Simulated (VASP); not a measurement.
# O (I4_1/amd) in VASP: further runs, part 2 of 3

VASP 6.6.1. The steps go on from the part before.

### Step 3. Single point, PBEsol

Contents of INCAR:

```
  PREC = Accurate
  ENCUT = 600
  EDIFF = 1E-6
  ISMEAR = -1
  SIGMA = 0.05
  LREAL = False
  LASPH = True
  NELM = 120
  ALGO = Normal
  ISIF = 2
  LWAVE = False
  LCHARG = False
  GGA = PS
  NBANDS = 13
  GGA_COMPAT = False
```

Contents of KPOINTS:

```
regular mesh
0
Gamma
  7 7 7
```

Contents of POSCAR:

```
O
1.0
    0.0000000000      2.2589583780      2.0048255605
    2.2589583780      0.0000000000      2.0048255605
    2.2589583780      2.2589583780      0.0000000000
O
2
Direct
    0.2500000000      0.2500000000      0.2500000000
    0.0000000000      0.0000000000      0.0000000000
```

Potentials or basis: VASP PAW PBE potentials, release 64 (O).

Started as:

```bash
> cat potpaw_PBE.64/O/POTCAR > POTCAR
> mpirun -np 1 vasp_std > vasp.out
```

OUTCAR:

```text
PREC = Accurate
   ENCUT = 600
   EDIFF = 1E-6
   ISMEAR = -1
   LREAL = False
   LASPH = True
   NELM = 120
   ISIF = 2
   GGA = PS

 ion  position               nearest neighbor table
   1  0.250  0.250  0.250-   2 1.89   2 1.89   2 1.89   2 1.89
   2  0.000  0.000  0.000-   1 1.89   1 1.89   1 1.89   1 1.89

  LATTYP: Found a body centered tetragonal cell.
 ALAT       =     3.1946495750
 C/A-ratio  =     1.2551145366

  Lattice vectors:

 A1 = (   0.0000000000,  -2.2589583780,  -2.0048255605)
 A2 = (   0.0000000000,   2.2589583780,  -2.0048255605)
 A3 = (   2.2589583780,   0.0000000000,   2.0048255605)

Analysis of symmetry for initial positions (statically):
=====================================================================
 Subroutine PRICEL returns:
 Original cell was already a primitive cell.

 Routine SETGRP: Setting up the symmetry group for a
 body centered tetragonal supercell.

 Subroutine GETGRP returns: Found 16 space group operations
 (whereof  8 operations were pure point group operations)
 out of a pool of 16 trial point group operations.

The static configuration has the point symmetry D_2d.
 The point group associated with its full space group is D_4h.

Analysis of symmetry for dynamics (positions and initial velocities):
=====================================================================
 Subroutine PRICEL returns:
 Original cell was already a primitive cell.

 Routine SETGRP: Setting up the symmetry group for a
 body centered tetragonal supercell.

 Subroutine GETGRP returns: Found 16 space group operations
 (whereof  8 operations were pure point group operations)
 out of a pool of 16 trial point group operations.

The dynamic configuration has the point symmetry D_2d.
 The point group associated with its full space group is D_4h.

 Subroutine INISYM returns: Found 16 space group operations
 (whereof  8 operations are pure point group operations),
 and found     1 'primitive' translations

----------------------------------------------------------------------------------------

                                     Primitive cell

  volume of cell :      20.4608

  direct lattice vectors                    reciprocal lattice vectors
     0.000000000  2.258958378  2.004825561    -0.221340953  0.221340953  0.249398257
     2.258958378  0.000000000  2.004825561     0.221340953 -0.221340953  0.249398257
     2.258958378  2.258958378  0.000000000     0.221340953  0.221340953 -0.249398257

  length of vectors
     3.020301058  3.020301058  3.194649575     0.400228841  0.400228841  0.400228841

  position of ions in fractional coordinates (direct lattice)
     0.250000000  0.250000000  0.250000000
     0.000000000  0.000000000  0.000000000

  ion indices of the primitive-cell ions
   primitive index   ion index
                 1           1
                 2           2

----------------------------------------------------------------------------------------

 KPOINTS: regular mesh

Automatic generation of k-mesh.
 Grid dimensions read from file:
 generate k-points for:    7    7    7

 Generating k-lattice:

  Cartesian coordinates                     Fractional coordinates (reciprocal lattice)
    -0.031620136  0.031620136  0.035628322     0.142857143  0.000000000  0.000000000
     0.031620136 -0.031620136  0.035628322     0.000000000  0.142857143  0.000000000
     0.031620136  0.031620136 -0.035628322    -0.000000000 -0.000000000  0.142857143

  Length of vectors
     0.057175549  0.057175549  0.057175549

  Shift w.r.t. Gamma in fractional coordinates (k-lattice)
     0.000000000  0.000000000  0.000000000

 Subroutine IBZKPT returns following result:
 ===========================================

 Found     40 irreducible k-points:

 Following reciprocal coordinates:
            Coordinates               Weight
  0.000000  0.000000  0.000000      1.000000
  0.142857  0.000000  0.000000      8.000000
  0.285714  0.000000  0.000000      8.000000
  0.428571  0.000000  0.000000      8.000000
  0.142857  0.142857  0.000000      2.000000
  0.285714  0.142857  0.000000      8.000000
[... 16 lines left out ...]
  0.428571  0.285714  0.142857      8.000000
 -0.428571  0.285714  0.142857     16.000000
 [... further k-points ...]
   k-points           NKPTS =     40   k-points in BZ     NKDIM =     40   number of bands    NBANDS=     13
   number of dos      NEDOS =    301   number of ions     NIONS =      2
   total plane-waves  NPLWV =  16128
   dimension x,y,z NGX =    24 NGY =   24 NGZ =   28
   dimension x,y,z NGXF=    48 NGYF=   48 NGZF=   56
   ions per type =               2
   NGX,Y,Z   is equivalent  to a cutoff of  13.21, 13.21, 14.57 a.u.
   NGXF,Y,Z  is equivalent  to a cutoff of  26.42, 26.42, 29.14 a.u.
 SYSTEM =  unknown system
   PREC   = accura    normal or accurate (medium, high low for compatibility)
   ISTART =      0    job   : 0-new  1-cont  2-samecut
   ICHARG =      2    charge: 1-file 2-atom 10-const
   ISPIN  =      1    spin polarized calculation?
   LNONCOLLINEAR =      F non collinear calculations
   LSORBIT =      F    spin-orbit coupling
   LASPH  =      T    aspherical Exc in radial PAW
   ENCUT  =  600.0 eV  44.10 Ry    6.64 a.u.   6.03  6.03  6.38*2*pi/ulx,y,z
   NELM   =    120;   NELMIN=  2; NELMDL= -5     # of ELM steps
   EDIFF  = 0.1E-05   stopping-criterion for ELM
   LREAL  =      F    real-space projection
   EDIFFG = 0.1E-04   stopping-criterion for IOM
   NSW    =      0    number of steps for IOM
   IBRION =     -1    ionic relax: 0-MD 1-quasi-New 2-CG
   NFREE  =      0    steps in history (QN), initial steepest desc. (CG)
   ISIF   =      2    stress and relaxation
   ISYM   =      2    0-nonsym 1-usesym 2-fastsym
   POTIM  = 0.5000    time-step for ionic-motion
   TEBEG  =    0.0;   TEEND  =   0.0 temperature during run
   PSTRESS=    0.0 pullay stress
   NELECT =      12.0000    total number of electrons
   NUPDOWN=      -1.0000    fix difference up-down
   EMIN   =  10.00;   EMAX   =-10.00  energy-range for DOS
   EFERMI =   0.00;   METHOD = LEGACY
   ISMEAR =    -1;   SIGMA  =   0.05  broadening in eV -4-tet -1-fermi 0-gaus
   EFERMI_NEDOS =   21; number of points for ismear=-14 and -15
   IALGO  =     38    algorithm
   IMIX   =      4    mixing-type and parameters
     AMIX     =   0.40;   BMIX     =  1.00
     AMIX_MAG =   1.60;   BMIX_MAG =  1.00
  volume/ion in A,a.u.               =      10.23        69.04
  Fermi-wavevector in a.u.,A,eV,Ry     =   1.370338  2.589563 25.549361  1.877825
  Thomas-Fermi vector in A             =   2.496133
   LORBIT       =      0    0 simple, 1 ext, 2 COOP (PROOUT), +10 PAW based schemes
   GGA     = PS    functional components
   LHFCALC =     F    Hartree Fock is set to
   AEXX    =    0.0000 exact exchange contribution
   IVDW    =     0    specifies the selected vdW correction
   LEPSILON=     F    determine dielectric tensor
   LRPA    =     F    only Hartree local field effects (RPA)
 non-spin polarized calculation
  energy-cutoff  :      600.00
  volume of cell :       20.46
 maximum number of plane-waves:       696
   NGX = 11   NGY = 11   NGZ = 13

 number of electron      11.9999997 magnetization

 Free energy of the ion-electron system (eV)
  ---------------------------------------------------
  ext. energy  EPLUGINS =         0.00000000
  ---------------------------------------------------
  free energy    TOTEN  =        -6.79683613 eV

  energy without entropy =       -6.78296563  energy(sigma->0) =       -6.78990088

 E-fermi :   0.7733     XC(G=0): -10.4814

 val. band max:        0.7557624347   @ k =  -0.4286   0.1429   0.0000
 cond. band min:       0.7783902411   @ k =  -0.1429   0.1429   0.0000
 fundamental gap:      0.0226278064
 Fermi energy:         0.7733279961

 k-point     1 :       0.0000    0.0000    0.0000
  band No.  band energies     occupation
      1     -20.9371      2.00000
      2     -12.5748      2.00000
      3      -3.4225      2.00000
      4      -3.4225      2.00000
      5      -2.5921      2.00000
      6      -0.3137      2.00000
      7       0.3590      1.99950
      8       0.3590      1.99950
      9      10.5633      0.00000
     10      23.0091      0.00000
     11      23.6435      0.00000
     12      23.6435      0.00000
     13      25.1126      0.00000
[... 353 lines left out ...]
 k-point    24 :      -0.4286    0.2857    0.1429
  band No.  band energies     occupation
      1     -18.5713      2.00000
      2     -15.9403      2.00000
      3      -5.9055      2.00000
      4      -4.7794      2.00000
      5      -2.0221      2.00000
      6      -0.0672      2.00000
      7       1.9746      0.00000
      8       2.2456      0.00000
      9      13.9766      0.00000
     10      15.7094      0.00000
     11      21.4235      0.00000
     12      22.4886      0.00000
     13      29.6836      0.00000

 [... further k-points ...]
[... 5 lines left out ...]
  --------------------------------------------------------------------------------------
  -------------------------------------------------------------------------------------
  Total       -0.0876692     -0.0876692     -0.6784273      0.0000000      0.0000000      0.0000000
  in kB       -6.8649054     -6.8649054    -53.1240113      0.0000000      0.0000000      0.0000000
  external PRESSURE =     -22.2846073 kB  Pullay stress =       0.0000000 kB

 VOLUME and BASIS-vectors are now :
 -----------------------------------------------------------------------------
  energy-cutoff  :      600.00
  volume of cell :       20.46
      direct lattice vectors                 reciprocal lattice vectors
     0.000000000  2.258958378  2.004825561    -0.221340953  0.221340953  0.249398257
     2.258958378  0.000000000  2.004825561     0.221340953 -0.221340953  0.249398257
     2.258958378  2.258958378  0.000000000     0.221340953  0.221340953 -0.249398257

 POSITION                                       TOTAL-FORCE (eV/Angst)
 -----------------------------------------------------------------------------------
      1.12948      1.12948      1.00241         0.000000      0.000000      0.000000
      0.00000      0.00000      0.00000        -0.000000     -0.000000     -0.000000
 -----------------------------------------------------------------------------------
    total drift:                               -0.000000      0.000000      0.000000

  FREE ENERGIE OF THE ION-ELECTRON SYSTEM (eV)
  ---------------------------------------------------
  free  energy   TOTEN  =        -6.7968361305 eV

  energy  without entropy=       -6.7829656343  energy(sigma->0) =       -6.78990088
```

stdout:

```text
POSCAR found type information on POSCAR O
 POSCAR found :  1 types and       2 ions
 scaLAPACK will be used
 -----------------------------------------------------------------------------
|                                                                             |
|                                                                             |
|     You enforced a specific xc type in the INCAR file but a different       |
|     I HOPE YOU KNOW WHAT YOU ARE DOING!                                     |
|                                                                             |
 -----------------------------------------------------------------------------

 LDA part: xc-table for (Slater+PW92), standard interpolation
 POSCAR, INCAR and KPOINTS ok, starting setup
 FFT: planning ... GRIDC
 FFT: planning ... GRID_SOFT
 FFT: planning ... GRID
 WAVECAR not read
 entering main loop
```

Wall time 4.1 s (1 thread of Intel Xeon 6975P-C (Granite Rapids), shared host); peak memory 0.14 GiB.

Results:

* Free energy: -6.7968 eV
* Pressure: -2.2 GPa
* Band gap on the k mesh: zero (bands 6 and 7 overlap by 0.75 eV)

Caveat: the PAW data sets were made with another functional, which shifts forces and pressure a little.

### Step 4. Single point, PBEsol

This run uses another cell than the first one, of the same volume but with other edges.

Contents of INCAR:

```
  PREC = Accurate
  ENCUT = 600
  EDIFF = 1E-6
  ISMEAR = -1
  SIGMA = 0.05
  LREAL = F
  LASPH = T
  NELM = 120
  ALGO = Normal
  ISIF = 2
  LWAVE = F
  LCHARG = T
  GGA = PS
  LELF = T
  LVHAR = T
  NBANDS = 13
  GGA_COMPAT = F
```

Contents of KPOINTS:

```
Automatic mesh
0
Gamma
  7 7 7
```

Contents of POSCAR:

```
O
1.0
    0.0000000000      2.2280098439      2.0609091056
    2.2280098439      0.0000000000      2.0609091056
    2.2280098439      2.2280098439      0.0000000000
O
2
Direct
    0.2500000000      0.2500000000      0.2500000000
    0.0000000000      0.0000000000      0.0000000000
```

Started as:

```bash
> cat potpaw_PBE.64/O/POTCAR > POTCAR
> mpirun -np 1 vasp_std > vasp.out
```

It took 4.5 s on 1 thread of Intel Xeon 6975P-C (Granite Rapids), shared host; peak memory 0.13 GiB.

The run converged. Its results:

```yaml
Free_energy: -6.7835 eV
Pressure: -1.4 GPa
Band_gap_on_the_k_mesh: zero (bands 6 and 7 overlap by 0.82 eV)
```

Stress tensor (GPa, compression positive):
```
-0.26  0.00  0.00
 0.00 -0.26  0.00
 0.00  0.00 -3.63
```

Levels at points of the mesh, in eV from the Fermi level:
| k point | band 4 | band 5 | band 6 | band 7 | band 8 | band 9 |
| --- | --- | --- | --- | --- | --- | --- |
| (0.00, 0.00, 0.00) | -4.15 | -3.59 | -0.99 | -0.54 | -0.54 | 9.72 |

Caveat: the PAW data sets were made with another functional, which shifts forces and pressure a little.

[end of part 2 of 3]
